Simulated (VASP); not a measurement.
# Bi (Im-3m) in VASP: a series of runs, part 2 of 2

VASP 6.6.1.

**3. Single point, HF**

This run uses another cell than the first one, of 31.79 Å³/atom.

The input, POSCAR:

```
Bi
1.0
   -1.9955939912      1.9955939912      1.9955939912
    1.9955939912     -1.9955939912      1.9955939912
    1.9955939912      1.9955939912     -1.9955939912
Bi
1
Direct
    0.0000000000      0.0000000000      0.0000000000
```

The input, INCAR.step1:

```
ALGO = Normal
EDIFF = 1E-5
ENCUT = 520
GGA = PE
ISIF = 2
ISMEAR = -1
LASPH = T
LCHARG = F
LREAL = F
LWAVE = T
NBANDS = 14
NELM = 100
PREC = Accurate
SIGMA = 0.05
```

The input, INCAR.step2:

```
AEXX = 1.0
AGGAC = 0.0
ALDAC = 0.0
ALGO = Normal
EDIFF = 1E-7
ENCUT = 520
GGA = PE
ISIF = 2
ISMEAR = -1
ISTART = 1
LASPH = T
LCHARG = F
LHFCALC = T
LREAL = F
LWAVE = F
NBANDS = 14
NELM = 100
PREC = Accurate
PRECFOCK = Normal
SIGMA = 0.05
```

The input, KPOINTS:

```
k-points
0
Gamma
  5 5 5
```

Potentials or basis: VASP PAW PBE potentials, release 64 (Bi_d).

Command:

```bash
cat potpaw_PBE.64/Bi_d/POTCAR > POTCAR
cp INCAR.step1 INCAR
mpirun -np 1 vasp_std > vasp.out
cp INCAR.step2 INCAR
mpirun -np 1 vasp_std > vasp.out
```

OUTCAR:

```text
AEXX = 1.0
   EDIFF = 1E-7
   ENCUT = 520
   GGA = PE
   ISIF = 2
   ISMEAR = -1
   ISTART = 1
   LASPH = T
   LHFCALC = T
   LREAL = F
   NELM = 100
   PREC = Accurate
   PRECFOCK = Normal

 ion  position               nearest neighbor table
   1  0.000  0.000  0.000-

  LATTYP: Found a body centered cubic cell.
 ALAT       =     3.9911879824

  Lattice vectors:

 A1 = (  -1.9955939912,   1.9955939912,   1.9955939912)
 A2 = (   1.9955939912,  -1.9955939912,   1.9955939912)
 A3 = (   1.9955939912,   1.9955939912,  -1.9955939912)

Analysis of symmetry for initial positions (statically):
=====================================================================
 Subroutine PRICEL returns:
 Original cell was already a primitive cell.

 Routine SETGRP: Setting up the symmetry group for a
 body centered cubic supercell.

 Subroutine GETGRP returns: Found 48 space group operations
 (whereof 48 operations were pure point group operations)
 out of a pool of 48 trial point group operations.

The static configuration has the point symmetry O_h .

Analysis of symmetry for dynamics (positions and initial velocities):
=====================================================================
 Subroutine PRICEL returns:
 Original cell was already a primitive cell.

 Routine SETGRP: Setting up the symmetry group for a
 body centered cubic supercell.

 Subroutine GETGRP returns: Found 48 space group operations
 (whereof 48 operations were pure point group operations)
 out of a pool of 48 trial point group operations.

The dynamic configuration has the point symmetry O_h .

 Subroutine INISYM returns: Found 48 space group operations
 (whereof 48 operations are pure point group operations),
 and found     1 'primitive' translations

----------------------------------------------------------------------------------------

                                     Primitive cell

  volume of cell :      31.7890

  direct lattice vectors                    reciprocal lattice vectors
    -1.995593991  1.995593991  1.995593991     0.000000000  0.250551967  0.250551967
     1.995593991 -1.995593991  1.995593991     0.250551967  0.000000000  0.250551967
     1.995593991  1.995593991 -1.995593991     0.250551967  0.250551967  0.000000000

  length of vectors
     3.456470184  3.456470184  3.456470184     0.354333990  0.354333990  0.354333990

  position of ions in fractional coordinates (direct lattice)
     0.000000000  0.000000000  0.000000000

  ion indices of the primitive-cell ions
   primitive index   ion index
                 1           1

----------------------------------------------------------------------------------------

 KPOINTS: k-points

Automatic generation of k-mesh.
 Grid dimensions read from file:
 generate k-points for:    5    5    5

 Generating k-lattice:

  Cartesian coordinates                     Fractional coordinates (reciprocal lattice)
     0.000000000  0.050110393  0.050110393     0.200000000  0.000000000  0.000000000
     0.050110393  0.000000000  0.050110393     0.000000000  0.200000000  0.000000000
     0.050110393  0.050110393  0.000000000     0.000000000  0.000000000  0.200000000

  Length of vectors
[... 28 lines left out ...]
   NGX,Y,Z   is equivalent  to a cutoff of  13.47, 13.47, 13.47 a.u.
   NGXF,Y,Z  is equivalent  to a cutoff of  26.93, 26.93, 26.93 a.u.
 SYSTEM =  unknown system
   PREC   = accura    normal or accurate (medium, high low for compatibility)
   ISTART =      1    job   : 0-new  1-cont  2-samecut
   ICHARG =      0    charge: 1-file 2-atom 10-const
   ISPIN  =      1    spin polarized calculation?
   LNONCOLLINEAR =      F non collinear calculations
   LSORBIT =      F    spin-orbit coupling
   LASPH  =      T    aspherical Exc in radial PAW
   ENCUT  =  520.0 eV  38.22 Ry    6.18 a.u.   6.43  6.43  6.43*2*pi/ulx,y,z
   NELM   =    100;   NELMIN=  2; NELMDL=  0     # of ELM steps
   EDIFF  = 0.1E-06   stopping-criterion for ELM
   LREAL  =      F    real-space projection
   EDIFFG = 0.1E-05   stopping-criterion for IOM
   NSW    =      0    number of steps for IOM
   IBRION =     -1    ionic relax: 0-MD 1-quasi-New 2-CG
   NFREE  =      0    steps in history (QN), initial steepest desc. (CG)
   ISIF   =      2    stress and relaxation
   ISYM   =      3    0-nonsym 1-usesym 2-fastsym
   POTIM  = 0.5000    time-step for ionic-motion
   TEBEG  =    0.0;   TEEND  =   0.0 temperature during run
   PSTRESS=    0.0 pullay stress
   NELECT =      15.0000    total number of electrons
   NUPDOWN=      -1.0000    fix difference up-down
   EMIN   =  10.00;   EMAX   =-10.00  energy-range for DOS
   EFERMI =   0.00;   METHOD = LEGACY
   ISMEAR =    -1;   SIGMA  =   0.05  broadening in eV -4-tet -1-fermi 0-gaus
   EFERMI_NEDOS =   21; number of points for ismear=-14 and -15
   IALGO  =     38    algorithm
   IMIX   =      1    mixing-type and parameters
     AMIX     =   0.40;   BMIX     =  1.00
     AMIX_MAG =   1.60;   BMIX_MAG =  1.00
  volume/ion in A,a.u.               =      31.79       214.52
  Fermi-wavevector in a.u.,A,eV,Ry     =   1.274519  2.408492 22.101294  1.624399
  Thomas-Fermi vector in A             =   2.407283
   LORBIT       =      0    0 simple, 1 ext, 2 COOP (PROOUT), +10 PAW based schemes
   GGA     = PE    functional components
   LHFCALC =     T    Hartree Fock is set to
   PRECFOCK=normal    Normal, Fast or Accurate (Low or Medium for compatibility)
   ENCUT4O =  -1.0   cutoff for four orbital integrals eV
   NKREDX  =     1    reduce k-point grid by
   NKREDY  =     1    reduce k-point grid by
   NKREDZ  =     1    reduce k-point grid by
   AEXX    =    1.0000 exact exchange contribution
   HFSCREEN=    0.0000 screening length (either q_TF or 0.3 A-1)
   HFSCREENC=   0.0000 screening length for correlation (either q_TF or 0.3 A-1)
   ENCUTFOCK=  -1.0 apply spherical cutoff to Coloumb kernel
   IVDW    =     0    specifies the selected vdW correction
   LEPSILON=     F    determine dielectric tensor
   LRPA    =     F    only Hartree local field effects (RPA)
 non-spin polarized calculation
  energy-cutoff  :      520.00
  volume of cell :       31.79
 maximum number of plane-waves:       887
 NGX is ok and might be reduce to    28
  NGX = 20; NGY = 20; NGZ = 20

 number of electron      15.0000000 magnetization

 Free energy of the ion-electron system (eV)
  ---------------------------------------------------
  ext. energy  EPLUGINS =         0.00000000
  ---------------------------------------------------
  free energy    TOTEN  =        -7.02425668 eV

  energy without entropy =       -7.01177421  energy(sigma->0) =       -7.01801544

 E-fermi :   8.7085     XC(G=0):   0.0000

 val. band max:        8.6784866553   @ k =  -0.4000   0.4000   0.2000
 cond. band min:      10.6228807768   @ k =   0.2000   0.2000   0.0000
 fundamental gap:      1.9443941215
 Fermi energy:         8.7085283644

 k-point     1 :       0.0000    0.0000    0.0000
  band No.  band energies     occupation
      1     -24.3245      2.00000
      2     -24.3245      2.00000
      3     -24.3245      2.00000
      4     -24.1594      2.00000
      5     -24.1594      2.00000
      6     -12.0393      2.00000
      7      17.7900      0.00000
      8      17.7900      0.00000
      9      17.7900      0.00000
     10      22.4081      0.00000
     11      24.1550      0.00000
     12      24.1550      0.00000
     13      24.1550      0.00000
     14      24.9316      0.00000
[... 139 lines left out ...]
      1     -24.3194      2.00000
      2     -24.3053      2.00000
      3     -24.1299      2.00000
      4     -24.1299      2.00000
      5     -24.1232      2.00000
      6      -4.8798      2.00000
      7       4.3065      2.00000
      8       5.1371      2.00000
      9       5.1371      2.00000
     10      15.5616      0.00000
     11      17.7654      0.00000
     12      29.0159      0.00000
     13      29.9244      0.00000
     14      29.9244      0.00000

------------------------ aborting loop because EDIFF is reached ----------------------------------------

  FORCE on cell =-STRESS in cart. coord.  units (eV):
  Direction    XX          YY          ZZ          XY          YZ          ZX
  --------------------------------------------------------------------------------------
  -------------------------------------------------------------------------------------
  Total        0.3448232      0.3448232      0.3448232      0.0000000      0.0000000     -0.0000000
  in kB       17.3792294     17.3792294     17.3792294      0.0000000      0.0000000     -0.0000000
  external PRESSURE =      17.3792294 kB  Pullay stress =       0.0000000 kB

 VOLUME and BASIS-vectors are now :
 -----------------------------------------------------------------------------
  energy-cutoff  :      520.00
  volume of cell :       31.79
      direct lattice vectors                 reciprocal lattice vectors
    -1.995593991  1.995593991  1.995593991     0.000000000  0.250551967  0.250551967
     1.995593991 -1.995593991  1.995593991     0.250551967  0.000000000  0.250551967
     1.995593991  1.995593991 -1.995593991     0.250551967  0.250551967  0.000000000

 POSITION                                       TOTAL-FORCE (eV/Angst)
 -----------------------------------------------------------------------------------
      0.00000      0.00000      0.00000         0.000000      0.000000     -0.000000
 -----------------------------------------------------------------------------------
    total drift:                               -0.000000     -0.000000      0.000000

  FREE ENERGIE OF THE ION-ELECTRON SYSTEM (eV)
  ---------------------------------------------------
  free  energy   TOTEN  =        -7.0242566782 eV

  energy  without entropy=       -7.0117742076  energy(sigma->0) =       -7.01801544
```

OUTCAR.step1:

```text
EDIFF = 1E-5
   ENCUT = 520
   GGA = PE
   ISIF = 2
   ISMEAR = -1
   LASPH = T
[... 368 lines left out ...]

 POSITION                                       TOTAL-FORCE (eV/Angst)
 -----------------------------------------------------------------------------------
      0.00000      0.00000      0.00000         0.000000      0.000000      0.000000
 -----------------------------------------------------------------------------------
    total drift:                                0.000000     -0.000000      0.000000

  FREE ENERGIE OF THE ION-ELECTRON SYSTEM (eV)
  ---------------------------------------------------
  free  energy   TOTEN  =        -3.6588302283 eV

  energy  without entropy=       -3.6391185507  energy(sigma->0) =       -3.64897439
```

OSZICAR.step1:

```text
N       E                     dE             d eps       ncg     rms          rms(c)
DAV:   1     0.112787857942E+03    0.11279E+03   -0.75421E+03   280   0.123E+03
DAV:   2     0.322961781930E+01   -0.10956E+03   -0.10632E+03   298   0.344E+02
DAV:   3    -0.350069060982E+01   -0.67303E+01   -0.67118E+01   346   0.810E+01
DAV:   4    -0.365456456778E+01   -0.15387E+00   -0.15385E+00   328   0.128E+01
DAV:   5    -0.366218141575E+01   -0.76168E-02   -0.76166E-02   432   0.261E+00    0.452E-01
DAV:   6    -0.365890166442E+01    0.32798E-02   -0.77205E-03   372   0.121E+00    0.274E-01
DAV:   7    -0.365874261871E+01    0.15905E-03   -0.49583E-03   358   0.940E-01    0.833E-02
DAV:   8    -0.365883001140E+01   -0.87393E-04   -0.48622E-04   364   0.314E-01    0.960E-03
DAV:   9    -0.365883022825E+01   -0.21685E-06   -0.79190E-06   302   0.381E-02
   1 F= -.36588302E+01 E0= -.36489744E+01  d E =-.197117E-01
```

Run time: 8.5 min. Hardware: 1 thread of AMD EPYC 7R13 (Zen 3), shared host; peak memory 0.14 GiB.

Results:

- Free energy: -7.0243 eV
- Pressure: 1.7 GPa
- Band gap on the k mesh: zero (an odd number of electrons rules out a gap without spin polarisation)

Caveat: the k points lie up to 0.45 Å⁻¹ apart, too coarse for converged energies and pressures of a metal; the PAW data sets were made with another functional, which shifts forces and pressure a little; spin-orbit coupling is left out, which moves the levels of the heavy elements.

**4. Relaxation of cell and atoms, HSE06**

This run uses another cell than the first one, of 31.12 Å³/atom.

The input, POSCAR:

```
Bi
1.0
   -1.9814305318      1.9814305318      1.9814305318
    1.9814305318     -1.9814305318      1.9814305318
    1.9814305318      1.9814305318     -1.9814305318
Bi
1
Direct
    0.0000000000      0.0000000000      0.0000000000
```

The input, INCAR.step1:

```
PREC = Accurate
ENCUT = 600
EDIFF = 1E-5
ISMEAR = -1
SIGMA = 0.05
LREAL = False
LASPH = True
NELM = 60
ALGO = Normal
LWAVE = True
LCHARG = False
GGA = PE
NBANDS = 14
```

The input, INCAR.step2:

```
PREC = Accurate
ENCUT = 600
EDIFF = 1E-6
ISMEAR = -1
SIGMA = 0.05
LREAL = False
LASPH = True
NELM = 60
ALGO = Normal
ISIF = 3
LWAVE = False
LCHARG = False
GGA = PE
LHFCALC = True
HFSCREEN = 0.2079
PRECFOCK = Normal
IBRION = 2
NSW = 60
EDIFFG = -0.01
ISTART = 1
```

The input, KPOINTS:

```
regular mesh
0
Gamma
  5 5 5
```

Command:

```bash
cat potpaw_PBE.64/Bi_d/POTCAR > POTCAR
cp INCAR.step1 INCAR
mpirun -np 1 vasp_std > vasp.out
cp INCAR.step2 INCAR
mpirun -np 1 vasp_std > vasp.out
```

Wall time 68 min (1 thread of Oxide Virtual Turin-like, shared host); peak memory 0.25 GiB.

The run converged. Its results:

```yaml
Free_energy: -4.2964 eV
Relaxed_volume: 30.23 Å³/atom
Relaxed_cell: a = 3.399 Å, b = 3.399 Å, c = 3.399 Å, α = 109.47°, β = 109.47°, γ = 109.47°
Space_group_after_relaxing_to_0.1_Å: Im-3m (No. 229)
Energy_gained_by_relaxing: 4.1 meV/atom
Ionic_steps: 6
Pressure_after_relaxing: 0.0 GPa
Band_gap_on_the_k_mesh: zero (an odd number of electrons rules out a gap without spin polarisation)
```

Step by step:
| step | energy change (eV) | largest force (eV/Å) | pressure (GPa) | volume (Å³) |
| --- | --- | --- | --- | --- |
| 1 | 0.0000 | 0.0000 | -1.20 | 31.12 |
| 2 | -0.0042 | 0.0000 | -0.13 | 30.08 |
| 3 | -0.0042 | 0.0000 | 0.12 | 29.95 |
| 4 | -0.0042 | 0.0000 | 0.24 | 30.02 |
| 5 | -0.0042 | 0.0000 | 0.21 | 30.06 |
| 6 | -0.0041 | 0.0000 | 0.02 | 30.23 |

Final structure:
```
Bi
1.0
    -1.96243    1.96243    1.96243
     1.96243   -1.96243    1.96243
     1.96243    1.96243   -1.96243
Bi
1
Cartesian
  0.0000 0.0000 3.9249
```

Levels at points of the mesh, in eV from the Fermi level:
| k point | band 3 | band 4 | band 5 | band 6 | band 7 | band 8 | band 9 | band 10 | band 11 |
| --- | --- | --- | --- | --- | --- | --- | --- | --- | --- |
| (0.00, 0.00, 0.00) | -25.53 | -25.38 | -25.38 | -15.48 | 5.71 | 5.71 | 5.71 | 10.04 | 11.01 |

Caveat: the k points lie up to 0.45 Å⁻¹ apart in the final cell, too coarse for converged energies and pressures of a metal; the PAW data sets were made with another functional, which shifts forces and pressure a little; spin-orbit coupling is left out, which moves the levels of the heavy elements.

**5. Overview**

```csv
task,level,cell,cutoff (eV),share of exact exchange,screening parameter,gap on the mesh (eV),pressure (GPa)
single point,PBE-based screened hybrid with 25 % exact exchange,"a = 3.400 Å, angles 109.5°, 1 atom",520,0.25,0.3 1/Å,none,0.1
single point,HF,"a = 3.456 Å, angles 109.5°, 1 atom",520,1,-,none,1.7
relaxation of cell and atoms,HSE06,"relaxed from a = 3.432 Å, angles 109.5°, 1 atom",600,0.25,0.2079 1/Å,none,0.0
```

Alike in all rows: potentials or basis VASP PAW PBE potentials, release 64 (Bi_d); no spin polarisation; k mesh 5 × 5 × 5; smearing fermi-dirac 0.05 eV.

Caveats: all runs use coarse meshes; the PAW data sets were made with another functional, which shifts forces and pressure a little; spin-orbit coupling is left out, which moves the levels of the heavy elements.

Absolute energies hang on the potentials; compare differences alone.

The gap in the log of VASP goes by the Fermi energy; the results here count the filled bands.